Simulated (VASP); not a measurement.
Runs of VASP 6.6.1 on BaTe. The structure is that of space group I4/mmm (No. 139), or close to it. The cells are those of the table. 

| level | cell | k mesh | cutoff (eV) | smearing | grid for exact exchange (PRECFOCK) | share of exact exchange | screening parameter | gap on the mesh (eV) | pressure (GPa) |
| --- | --- | --- | --- | --- | --- | --- | --- | --- | --- |
| r2SCAN | a = 5.074, b = 5.074, c = 5.152 Å, angles 59.5, 59.5, 61.0°, 2 atoms | 6 × 6 × 6 | 550 | gaussian 0.01 eV | - | - | - | 2.00 | -1.3 |
| HSE06 | a = 4.931, b = 4.931, c = 4.996 Å, angles 59.6, 59.6, 60.9°, 2 atoms | 4 × 4 × 4 | 400 | gaussian 0.01 eV | Normal | 0.25 | 0.2079 1/Å | (c) | (a) |
| PBE | a = 4.931, b = 4.931, c = 4.996 Å, angles 59.6, 59.6, 60.9°, 2 atoms | 6 × 6 × 6 | 500 | fermi-dirac 0.02 eV | - | - | - | 1.47 | 1.2 |
| HSE06 | a = 5.074, b = 5.074, c = 5.152 Å, angles 59.5, 59.5, 61.0°, 2 atoms | 4 × 4 × 4 | 400 | gaussian 0.01 eV | Normal | 0.25 | 0.2079 1/Å | 2.38 | (b) |
| PBE | a = 5.074, b = 5.074, c = 5.152 Å, angles 59.5, 59.5, 61.0°, 2 atoms | 6 × 6 × 6 | 500 | fermi-dirac 0.02 eV | - | - | - | 1.65 | -1.2 |

Alike in all rows: task single point; potentials or basis VASP PAW PBE potentials, release 64 (Ba_sv, Te); no spin polarisation.

Problem. Fill in the values left out.

Solution. (a) 0.9; (b) -1.6; (c) 2.19.

Caveats: spin-orbit coupling is left out, which moves the levels of the heavy elements; the PAW data sets were made with another functional, which shifts forces and pressure a little (at least some runs).

A k mesh can miss the band edges, and the runs leave out spin-orbit coupling on Ba, Te.
